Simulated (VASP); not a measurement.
GaCo:

```
Ga Co
1.0
     2.87800    0.00000    0.00000
     0.00000    2.87800    0.00000
     0.00000    0.00000    2.87800
Ga Co
1 1
Cartesian
  1.4390 1.4390 1.4390
  0.0000 0.0000 0.0000
```

Base run:

* Program: VASP 6.6.1
* Functional: PBE
* Potentials or basis: VASP PAW PBE potentials, release 64 (Ga_d, Co_sv)
* Cutoff: 690 eV
* k mesh: 8 × 8 × 8
* Occupations: fermi-dirac, width 0.05 eV
* Spin: collinear spin, ferromagnetic start
* Starting moments: [0.0, 2.0] μB
* Fixed moment: 2 μB

Its results: pressure 16.9 GPa; site moments Ga +0.12; Co +1.72 μB.

Question: The run is repeated on the same cell with these changes: fixed moment from 2 μB to 1.5 μB; moments at the start from [0.0, 2.0] to [0.0, 1.5]. What comes out?

Answer: Pressure 9.8 GPa; site moments Ga +0.03; Co +1.38 μB.

Caveats: the cell stands under pressure; the total moment is fixed, so each spin has its own Fermi level and the state may be an excited one.
